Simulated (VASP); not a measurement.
Runs of VASP 6.6.1 on KF (Carobbiite). The structure is that of space group Fm-3m (No. 225), or close to it. The cells are those of the table. 

```csv
cell,gap on the mesh (eV),pressure (GPa)
"a = 3.740 Å, angles 60.0°, 2 atoms",6.33,2.6
"a = 3.853 Å, angles 60.0°, 2 atoms",(b),-0.5
"a = 3.701 Å, angles 60.0°, 2 atoms",6.50,(a)
"a = 3.816 Å, angles 60.0°, 2 atoms",6.02,0.4
"a = 3.779 Å, angles 60.0°, 2 atoms",6.17,1.4
```

Alike in all rows: task single point; level PBE; potentials or basis VASP PAW PBE potentials, release 64 (K_sv, F); no spin polarisation; k mesh 6 × 6 × 6; cutoff (eV) 600; smearing gaussian 0.01 eV.

Question: Estimate the missing entries.

Answer: (a) 4.0; (b) 5.87.

